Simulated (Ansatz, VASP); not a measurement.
# Two plane-wave programs on Mg2Si3N

```xyz
6
Lattice="4.8956 0.0000 0.0000 -2.4478 4.2397 0.0000 0.0000 0.0000 7.2499" Properties=species:S:1:pos:R:3 pbc="T T T"
Mg    0.0000    0.0000    1.6709
Mg    0.0000    0.0000    5.5790
Si    2.4478    0.0000    0.0000
Si   -1.2239    2.1199    0.0000
Si    1.2239    2.1199    0.0000
N     0.0000    0.0000    3.6249
```

Alike in both runs: functional PBE; k mesh 6 × 6 × 4; occupations gaussian, width 0.1 eV; collinear spin.

Ansatz relaxed the structure, and its values are those at the end. VASP's run is a single point on that final structure, the one shown.

|  | VASP | Ansatz |
| --- | --- | --- |
| version | VASP 6.6.1 | Ansatz 0.2.0 |
| potentials or method | VASP PAW PBE potentials, release 64 (Mg, Si, N), cutoff 520 eV | scalar-relativistic, plane waves, PAW |
| valence electrons in the cell | 21 | 37 |

```csv
,VASP,Ansatz,Ansatz less VASP
gap on the k mesh at the Fermi level (eV),none,none,-
pressure (GPa),-0.1,-0.1,+0.06
rms of the force components (eV/Å),0.012,0.000,-0.0116
net moment per atom (μB),0.21,0.20,-0.002
size of the moment on the site where the two differ most (μB),0.81,0.88,+0.070
```

Site moments also hang on the region over which each program counts them. A gap of «none» marks a metal or a gap that the smearing closes. VASP's potentials hold 21 valence electrons a cell and Ansatz's 37, so a difference there can come from the potentials and not from the codes.
